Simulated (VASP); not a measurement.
Set up this calculation in VASP 6.6.1, as the native input.

```yaml
Task: single point
Functional: LDA
Potentials_or_basis: VASP PAW LDA potentials, release 64 (Ba_sv, Zr_sv, O_h)
Cutoff: 910 eV
k_mesh: 6 × 6 × 6
Occupations: gaussian, width 0.05 eV
Spin: no spin polarisation
Dipole_correction: no
Further_INCAR_settings: ALGO = Normal; EDIFF = 1e-06; NBANDS = 28
```

The structure of BaZrO3 lies in POSCAR:

```
BaZrO3
1.0
    3.9193442992      0.0000000000      0.0000000000
    0.0000000000      3.9193442992      0.0000000000
    0.0000000000      0.0000000000      4.1474542849
Ba Zr O
1 1 3
Direct
    0.5000000000      0.5000000000      0.5000000000
    0.0000000000      0.0000000000      0.0000000000
    0.5000000000      0.0000000000      0.0000000000
    0.0000000000      0.5000000000      0.0000000000
    0.0000000000      0.0000000000      0.5000000000
```

This cell differs from its parent crystal: normal strain along x -0.0550, normal strain along y -0.0550.

One way to write it, as run:

INCAR

```
  ALGO = Normal
  EDIFF = 1E-6
  ENCUT = 910
  GGA = CA
  GGA_COMPAT = False
  ISIF = 2
  ISMEAR = 0
  LASPH = True
  LCHARG = False
  LREAL = False
  LWAVE = False
  NBANDS = 28
  NELM = 120
  PREC = Accurate
  SIGMA = 0.05
```

KPOINTS

```
k-points
0
Gamma
  6 6 6
```

Potentials or basis: VASP PAW LDA potentials, release 64 (Ba_sv, Zr_sv, O_h).

Command:

```bash
$ cat potpaw_LDA.64/Ba_sv/POTCAR potpaw_LDA.64/Zr_sv/POTCAR potpaw_LDA.64/O_h/POTCAR > POTCAR
$ mpirun -np 1 vasp_std > vasp.out
```

Results of the run:

* Pressure: 28.6 GPa
* Band gap on the k mesh: 3.09 eV

Caveat: the cell differs from its parent crystal (normal strain along x -0.0550, normal strain along y -0.0550); the cutoff is under 1.25 times the usual one of these potentials, so pressure, stress and relaxed cells hold a basis-set (Pulay) error; the cell stands under pressure; spin-orbit coupling is left out, which moves the levels of the heavy elements.

It took 69 s on 1 thread of Intel(R) Xeon(R) 6975P-C (Granite Rapids), on a shared host, peak memory 0.31 GiB.
